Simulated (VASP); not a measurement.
Set up this calculation in VASP 6.6.1, as the native input.

| Property | Result |
| --- | --- |
| Task | single point |
| Functional | PBE |
| Potentials or basis | VASP PAW PBE potentials, release 64 (Se) |
| Cutoff | 520 eV |
| k mesh | 7 × 7 × 6 |
| Occupations | gaussian, width 0.029 eV |
| Spin | no spin polarisation |
| Dipole correction | no |
| Further INCAR settings | ALGO = Normal; EDIFF = 1e-07; NBANDS = 16 |

The structure of Se lies in POSCAR:

```
Se
1.0
    4.3662000000      0.0000000000      0.0000000000
   -2.1831000000      3.7812401180      0.0000000000
    0.0000000000      0.0000000000      4.9536000000
Se
3
Direct
    0.7746000000      0.7746000000      0.0000000000
    0.0000000000      0.2254000000      0.6666666667
    0.2254000000      0.0000000000      0.3333333333
```

These files were run (other wordings do the same):

INCAR

```
SYSTEM = Se
PREC = Accurate
ENCUT = 520
EDIFF = 1E-7
ISMEAR = 0
SIGMA = 0.028999999999999998
LREAL = .FALSE.
LASPH = .TRUE.
NELM = 100
ALGO = Normal
ISIF = 2
LWAVE = .FALSE.
LCHARG = .TRUE.
GGA = PE
LELF = .TRUE.
LVHAR = .TRUE.
NBANDS = 16
```

KPOINTS

```
Automatic mesh
0
G
  7 7 6
  0 0 0
```

Potentials or basis: VASP PAW PBE potentials, release 64 (Se).

Launch:

```console
$ cat potpaw_PBE.64/Se/POTCAR > POTCAR
$ mpirun -np 1 vasp_std > vasp.out
```

Results of the run:

The pressure is 2.9 GPa. The largest force is 0.433 eV/Å and the band gap on the k mesh is 1.21 eV (least direct gap 1.47 eV).

Caveat: an odd mesh through Γ misses points on the zone boundary, where band edges can lie.

Wall time 16 s on 1 thread of Intel(R) Xeon(R) 6975P-C (Granite Rapids) (shared host), peak memory 0.2 GiB.
